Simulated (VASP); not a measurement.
# NbIn2S3 (P4mm) in VASP: further runs

Runs on NbIn2S3. Level: PBE. Tasks: single point.

All numbers are computed with VASP 6.6.1; they aren't measurements. Logs are shortened: lines on timing, memory, paths and dates and some standing lists are left out, and cuts for length are marked.

### Step 1. The cell of the first run

It takes space group P4mm (No. 99, tetragonal). The conventional cell has a = 3.866 Å, b = 3.866 Å, c = 8.208 Å, α = 90.00°, β = 90.00°, γ = 90.00°. Within 3.8 Å of Nb (site symmetry 4mm) lie 5 In at 2.86 to 2.91 Å and 8 S at 3.40 to 3.62 Å. In (site symmetry 4mm) has 4 Nb at 2.86 Å and 5 S at 2.87 to 2.94 Å within 3.8 Å. Within 3.8 Å of In (site symmetry 4mm) lie 8 S at 2.88 to 2.95 Å and 1 Nb at 2.91 Å. Within 3.6 Å of S (site symmetry 2mm) lie 4 S at 2.73 Å and 4 In at 2.94 to 2.95 Å. S (site symmetry 4mm) has 5 In at 2.87 to 2.88 Å and 4 Nb at 3.40 Å and 4 S at 3.67 Å within 3.8 Å.

### Step 2. Single point, PBE

The input, INCAR:

```
SYSTEM = NbIn2S3
ALGO = Normal
EDIFF = 1E-6
ENCUT = 520
GGA = PE
ISIF = 2
ISMEAR = 0
LASPH = .True.
LCHARG = .False.
LREAL = .False.
LWAVE = .False.
NBANDS = 38
NELM = 80
PREC = Accurate
SIGMA = 0.1
```

The input, KPOINTS:

```
k-points
0
Gamma
  4 4 2
  0 0 0
```

The input, POSCAR:

```
NbIn2S3
1.0
    3.8663725600      0.0000000000      0.0000000000
    0.0000000000      3.8663725600      0.0000000000
    0.0000000000      0.0000000000      8.2082558700
Nb In S
1 2 3
Direct
    0.0000000000      0.0000000000      0.6251500200
    0.5000000000      0.5000000000      0.7286009800
    0.0000000000      0.0000000000      0.2702390000
    0.5000000000      0.0000000000      0.9985610200
    0.0000000000      0.5000000000      0.9985610200
    0.5000000000      0.5000000000      0.3788870000
```

Potentials or basis: VASP PAW PBE potentials, release 64 (Nb_sv, In_d, S).

Started as:

```console
cat potpaw_PBE.64/Nb_sv/POTCAR potpaw_PBE.64/In_d/POTCAR potpaw_PBE.64/S/POTCAR > POTCAR
mpirun -np 1 vasp_std > vasp.out
```

OUTCAR:

```text
SYSTEM = NbIn2S3
   EDIFF = 1E-6
   ENCUT = 520
   GGA = PE
   ISIF = 2
   ISMEAR = 0
   LASPH = .True.
   LREAL = .False.
   NELM = 80
   PREC = Accurate

 ion  position               nearest neighbor table
   1  0.000  0.000  0.625-   2 2.86   2 2.86   2 2.86   2 2.86   3 2.91
   2  0.500  0.500  0.729-   1 2.86   1 2.86   1 2.86   1 2.86   6 2.87   4 2.94   4 2.94   5 2.94
                             5 2.94
   3  0.000  0.000  0.270-   6 2.88   6 2.88   6 2.88   6 2.88   1 2.91   5 2.95   4 2.95   4 2.95
                             5 2.95
   4  0.500  0.000  0.999-   5 2.73   5 2.73   5 2.73   5 2.73   2 2.94   2 2.94   3 2.95   3 2.95

   5  0.000  0.500  0.999-   4 2.73   4 2.73   4 2.73   4 2.73   2 2.94   2 2.94   3 2.95   3 2.95

   6  0.500  0.500  0.379-   2 2.87   3 2.88   3 2.88   3 2.88   3 2.88

  LATTYP: Found a simple tetragonal cell.
 ALAT       =     3.8663725600
 C/A-ratio  =     2.1229862727

  Lattice vectors:

 A1 = (   3.8663725600,   0.0000000000,   0.0000000000)
 A2 = (   0.0000000000,   3.8663725600,   0.0000000000)
 A3 = (   0.0000000000,   0.0000000000,   8.2082558700)

Analysis of symmetry for initial positions (statically):
=====================================================================
 Subroutine PRICEL returns:
 Original cell was already a primitive cell.

 Routine SETGRP: Setting up the symmetry group for a
 simple tetragonal supercell.

 Subroutine GETGRP returns: Found  8 space group operations
 (whereof  8 operations were pure point group operations)
 out of a pool of 16 trial point group operations.

The static configuration has the point symmetry C_4v.

Analysis of symmetry for dynamics (positions and initial velocities):
=====================================================================
 Subroutine PRICEL returns:
 Original cell was already a primitive cell.

 Routine SETGRP: Setting up the symmetry group for a
 simple tetragonal supercell.

 Subroutine GETGRP returns: Found  8 space group operations
 (whereof  8 operations were pure point group operations)
 out of a pool of 16 trial point group operations.

The dynamic configuration has the point symmetry C_4v.

 Subroutine INISYM returns: Found  8 space group operations
 (whereof  8 operations are pure point group operations),
 and found     1 'primitive' translations

----------------------------------------------------------------------------------------

                                     Primitive cell

  volume of cell :     122.7039

  direct lattice vectors                    reciprocal lattice vectors
     3.866372560  0.000000000  0.000000000     0.258640362  0.000000000  0.000000000
     0.000000000  3.866372560  0.000000000     0.000000000  0.258640362  0.000000000
     0.000000000  0.000000000  8.208255870     0.000000000  0.000000000  0.121828561

  length of vectors
     3.866372560  3.866372560  8.208255870     0.258640362  0.258640362  0.121828561

  position of ions in fractional coordinates (direct lattice)
     0.000000000  0.000000000  0.625150020
     0.500000000  0.500000000  0.728600980
     0.000000000  0.000000000  0.270239000
     0.500000000  0.000000000  0.998561020
     0.000000000  0.500000000  0.998561020
     0.500000000  0.500000000  0.378887000

  ion indices of the primitive-cell ions
   primitive index   ion index
                 1           1
                 2           2
                 3           3
                 4           4
                 5           5
                 6           6

----------------------------------------------------------------------------------------

 KPOINTS: k-points

Automatic generation of k-mesh.
 Grid dimensions read from file:
 generate k-points for:    4    4    2

 Generating k-lattice:

  Cartesian coordinates                     Fractional coordinates (reciprocal lattice)
     0.064660091  0.000000000  0.000000000     0.250000000  0.000000000  0.000000000
     0.000000000  0.064660091  0.000000000     0.000000000  0.250000000  0.000000000
     0.000000000  0.000000000  0.060914280     0.000000000  0.000000000  0.500000000

  Length of vectors
     0.064660091  0.064660091  0.060914280

  Shift w.r.t. Gamma in fractional coordinates (k-lattice)
     0.000000000  0.000000000  0.000000000

 Subroutine IBZKPT returns following result:
 ===========================================

 Found     12 irreducible k-points:

 Following reciprocal coordinates:
            Coordinates               Weight
  0.000000  0.000000  0.000000      1.000000
  0.250000  0.000000  0.000000      4.000000
  0.500000  0.000000  0.000000      2.000000
  0.250000  0.250000  0.000000      4.000000
  0.500000  0.250000  0.000000      4.000000
  0.500000  0.500000  0.000000      1.000000
  0.000000  0.000000  0.500000      1.000000
  0.250000  0.000000  0.500000      4.000000
  0.500000  0.000000  0.500000      2.000000
  0.250000  0.250000  0.500000      4.000000
  0.500000  0.250000  0.500000      4.000000
  0.500000  0.500000  0.500000      1.000000
   k-points           NKPTS =     12   k-points in BZ     NKDIM =     12   number of bands    NBANDS=     38
   number of dos      NEDOS =    301   number of ions     NIONS =      6
   total plane-waves  NPLWV =  57600
   dimension x,y,z NGX =    30 NGY =   30 NGZ =   64
   dimension x,y,z NGXF=    60 NGYF=   60 NGZF=  128
   ions per type =               1   2   3
   NGX,Y,Z   is equivalent  to a cutoff of  12.90, 12.90, 12.96 a.u.
   NGXF,Y,Z  is equivalent  to a cutoff of  25.80, 25.80, 25.92 a.u.
 SYSTEM =  NbIn2S3
   PREC   = accura    normal or accurate (medium, high low for compatibility)
   ISTART =      0    job   : 0-new  1-cont  2-samecut
   ICHARG =      2    charge: 1-file 2-atom 10-const
   ISPIN  =      1    spin polarized calculation?
   LNONCOLLINEAR =      F non collinear calculations
   LSORBIT =      F    spin-orbit coupling
   LASPH  =      T    aspherical Exc in radial PAW
   ENCUT  =  520.0 eV  38.22 Ry    6.18 a.u.   7.19  7.19 15.26*2*pi/ulx,y,z
   NELM   =     80;   NELMIN=  2; NELMDL= -5     # of ELM steps
   EDIFF  = 0.1E-05   stopping-criterion for ELM
   LREAL  =      F    real-space projection
   EDIFFG = 0.1E-04   stopping-criterion for IOM
   NSW    =      0    number of steps for IOM
   IBRION =     -1    ionic relax: 0-MD 1-quasi-New 2-CG
   NFREE  =      0    steps in history (QN), initial steepest desc. (CG)
   ISIF   =      2    stress and relaxation
   ISYM   =      2    0-nonsym 1-usesym 2-fastsym
   POTIM  = 0.5000    time-step for ionic-motion
   TEBEG  =    0.0;   TEEND  =   0.0 temperature during run
   PSTRESS=    0.0 pullay stress
   NELECT =      57.0000    total number of electrons
   NUPDOWN=      -1.0000    fix difference up-down
   EMIN   =  10.00;   EMAX   =-10.00  energy-range for DOS
   EFERMI =   0.00;   METHOD = LEGACY
   ISMEAR =     0;   SIGMA  =   0.10  broadening in eV -4-tet -1-fermi 0-gaus
   EFERMI_NEDOS =   21; number of points for ismear=-14 and -15
   IALGO  =     38    algorithm
   IMIX   =      4    mixing-type and parameters
     AMIX     =   0.40;   BMIX     =  1.00
     AMIX_MAG =   1.60;   BMIX_MAG =  1.00
  volume/ion in A,a.u.               =      20.45       138.01
  Fermi-wavevector in a.u.,A,eV,Ry     =   1.267886  2.395958 21.871855  1.607536
  Thomas-Fermi vector in A             =   2.401011
   LORBIT       =      0    0 simple, 1 ext, 2 COOP (PROOUT), +10 PAW based schemes
   GGA     = PE    functional components
   LHFCALC =     F    Hartree Fock is set to
   AEXX    =    0.0000 exact exchange contribution
   IVDW    =     0    specifies the selected vdW correction
   LEPSILON=     F    determine dielectric tensor
   LRPA    =     F    only Hartree local field effects (RPA)
 non-spin polarized calculation
 Gauss-broadening in eV      SIGMA  =   0.10
  energy-cutoff  :      520.00
  volume of cell :      122.70
 maximum number of plane-waves:      3332
 NGX is ok and might be reduce to    30
   NGX = 15   NGY = 15   NGZ = 31

 number of electron      56.9999984 magnetization

 Free energy of the ion-electron system (eV)
  ---------------------------------------------------
  ext. energy  EPLUGINS =         0.00000000
  ---------------------------------------------------
  free energy    TOTEN  =       -24.68297775 eV

  energy without entropy =      -24.65199040  energy(sigma->0) =      -24.66748408

 E-fermi :   7.5936     XC(G=0): -10.6968

 val. band max:        7.5579010816   @ k =   0.5000   0.5000   0.5000
 cond. band min:       7.5957294472   @ k =   0.5000   0.2500   0.0000
 fundamental gap:      0.0378283655
 Fermi energy:         7.5936030626

 k-point     1 :       0.0000    0.0000    0.0000
  band No.  band energies     occupation
      1     -47.7498      2.00000
      2     -24.0335      2.00000
      3     -23.6798      2.00000
      4     -23.6798      2.00000
      5      -7.4577      2.00000
      6      -6.9637      2.00000
[... 30 lines left out ...]
     37      11.4425      0.00000
     38      13.2543      0.00000

 k-point     2 :       0.2500    0.0000    0.0000
  band No.  band energies     occupation
      1     -47.7487      2.00000
      2     -24.0309      2.00000
      3     -23.7047      2.00000
      4     -23.6794      2.00000
      5      -7.1532      2.00000
      6      -6.9024      2.00000
[... 30 lines left out ...]
     37      12.6808      0.00000
     38      12.8010      0.00000

 k-point     3 :       0.5000    0.0000    0.0000
  band No.  band energies     occupation
      1     -47.7476      2.00000
      2     -24.0283      2.00000
      3     -23.7295      2.00000
      4     -23.6790      2.00000
      5      -7.0077      2.00000
      6      -6.9224      2.00000
[... 30 lines left out ...]
     37      12.2693      0.00000
     38      12.7920      0.00000

 k-point     4 :       0.2500    0.2500    0.0000
  band No.  band energies     occupation
      1     -47.7477      2.00000
      2     -24.0289      2.00000
      3     -23.7043      2.00000
      4     -23.7010      2.00000
      5      -7.0424      2.00000
      6      -6.9504      2.00000
[... 30 lines left out ...]
     37      12.5977      0.00000
     38      13.1440      0.00000

 k-point     5 :       0.5000    0.2500    0.0000
  band No.  band energies     occupation
      1     -47.7467      2.00000
      2     -24.0269      2.00000
      3     -23.7257      2.00000
      4     -23.7005      2.00000
      5      -7.0416      2.00000
      6      -6.9500      2.00000
[... 30 lines left out ...]
     37      12.3768      0.00000
     38      12.7937      0.00000

 k-point     6 :       0.5000    0.5000    0.0000
  band No.  band energies     occupation
      1     -47.7458      2.00000
      2     -24.0255      2.00000
      3     -23.7219      2.00000
      4     -23.7219      2.00000
      5      -7.1285      2.00000
      6      -6.9491      2.00000
[... 30 lines left out ...]
     37      12.9893      0.00000
     38      13.0445      0.00000

 k-point     7 :       0.0000    0.0000    0.5000
  band No.  band energies     occupation
      1     -47.7498      2.00000
      2     -24.0335      2.00000
      3     -23.6798      2.00000
      4     -23.6798      2.00000
      5      -7.4310      2.00000
      6      -6.9441      2.00000
[... 30 lines left out ...]
     37      12.6402      0.00000
     38      13.0254      0.00000

 k-point     8 :       0.2500    0.0000    0.5000
  band No.  band energies     occupation
      1     -47.7487      2.00000
      2     -24.0309      2.00000
      3     -23.7047      2.00000
      4     -23.6795      2.00000
      5      -7.1534      2.00000
      6      -6.8993      2.00000
[... 30 lines left out ...]
     37      12.2948      0.00000
     38      13.2091      0.00000

 k-point     9 :       0.5000    0.0000    0.5000
  band No.  band energies     occupation
      1     -47.7476      2.00000
      2     -24.0283      2.00000
      3     -23.7295      2.00000
      4     -23.6790      2.00000
      5      -7.0220      2.00000
      6      -6.9183      2.00000
[... 30 lines left out ...]
     37      12.2735      0.00000
     38      13.1131      0.00000

 k-point    10 :       0.2500    0.2500    0.5000
  band No.  band energies     occupation
      1     -47.7477      2.00000
      2     -24.0289      2.00000
      3     -23.7042      2.00000
      4     -23.7010      2.00000
      5      -7.0547      2.00000
      6      -6.9317      2.00000
[... 30 lines left out ...]
     37      12.0916      0.00000
     38      13.3032      0.00000

 k-point    11 :       0.5000    0.2500    0.5000
  band No.  band energies     occupation
      1     -47.7467      2.00000
      2     -24.0269      2.00000
      3     -23.7257      2.00000
      4     -23.7005      2.00000
      5      -7.0457      2.00000
      6      -6.9452      2.00000
[... 30 lines left out ...]
     37      12.6207      0.00000
     38      13.3487      0.00000

 k-point    12 :       0.5000    0.5000    0.5000
  band No.  band energies     occupation
      1     -47.7458      2.00000
      2     -24.0255      2.00000
      3     -23.7219      2.00000
      4     -23.7219      2.00000
      5      -7.1262      2.00000
      6      -6.9435      2.00000
[... 30 lines left out ...]
     37      11.2572      0.00000
     38      13.7940      0.00000

------------------------ aborting loop because EDIFF is reached ----------------------------------------

  FORCE on cell =-STRESS in cart. coord.  units (eV):
  Direction    XX          YY          ZZ          XY          YZ          ZX
  --------------------------------------------------------------------------------------
  -------------------------------------------------------------------------------------
  Total       -0.9474192     -0.9474192      2.9001402      0.0000000     -0.0000000      0.0000000
  in kB      -12.3707056    -12.3707056     37.8679062      0.0000000     -0.0000000      0.0000000
  external PRESSURE =       4.3754983 kB  Pullay stress =       0.0000000 kB

 VOLUME and BASIS-vectors are now :
 -----------------------------------------------------------------------------
  energy-cutoff  :      520.00
  volume of cell :      122.70
      direct lattice vectors                 reciprocal lattice vectors
     3.866372560  0.000000000  0.000000000     0.258640362  0.000000000  0.000000000
     0.000000000  3.866372560  0.000000000     0.000000000  0.258640362  0.000000000
     0.000000000  0.000000000  8.208255870     0.000000000  0.000000000  0.121828561

 POSITION                                       TOTAL-FORCE (eV/Angst)
 -----------------------------------------------------------------------------------
      0.00000      0.00000      5.13139         0.000000     -0.000000     -1.388082
      1.93319      1.93319      5.98054         0.000000      0.000000     -0.104766
      0.00000      0.00000      2.21819         0.000000     -0.000000     -0.673796
      1.93319      0.00000      8.19644        -0.000000     -0.000000      0.579552
      0.00000      1.93319      8.19644         0.000000      0.000000      0.579552
      1.93319      1.93319      3.11000         0.000000     -0.000000      1.007540
 -----------------------------------------------------------------------------------
    total drift:                                0.000000      0.000000      0.001159

  FREE ENERGIE OF THE ION-ELECTRON SYSTEM (eV)
  ---------------------------------------------------
  free  energy   TOTEN  =       -24.6829777523 eV

  energy  without entropy=      -24.6519904004  energy(sigma->0) =      -24.66748408
```

It took 33 s on 1 thread of Intel Xeon 6975P-C (Granite Rapids), shared host; peak memory 0.24 GiB.

Results:

```
Free energy   : -24.6830 eV
Pressure      : 0.4 GPa
Largest force : 1.388 eV/Å
```

Forces on the atoms (eV/Å):
```
Nb   0.000  0.000 -1.388
In   0.000  0.000 -0.105
In   0.000  0.000 -0.674
S    0.000  0.000  0.580
S    0.000  0.000  0.580
S    0.000  0.000  1.008
```

Stress tensor (GPa, compression positive):
```
-1.24  0.00  0.00
 0.00 -1.24  0.00
 0.00  0.00  3.79
```

Levels at points of the mesh, in eV from the Fermi level:
```csv
k point,band 26,band 27,band 28,band 29,band 30,band 31
"(0.00, 0.00, 0.00)",-1.34,-0.59,0.40,0.40,0.95,1.36
"(0.50, 0.00, 0.00)",-1.90,-1.53,-1.44,-0.25,0.45,0.61
"(0.50, 0.50, 0.00)",-1.03,-0.34,-0.34,-0.23,1.72,1.89
"(0.00, 0.00, 0.50)",-1.04,-0.52,0.07,0.32,0.32,0.95
"(0.50, 0.00, 0.50)",-2.11,-2.07,-0.84,-0.14,0.41,0.57
"(0.50, 0.50, 0.50)",-1.82,-0.04,-0.04,1.10,1.31,1.31
```

Caveat: the k points lie up to 0.41 Å⁻¹ apart; spin-orbit coupling is left out, which moves the levels of the heavy elements; forces of over 1 eV/Å act on the atoms, so gaps and moduli don't describe the material at rest.

[end of part 1 of 2]
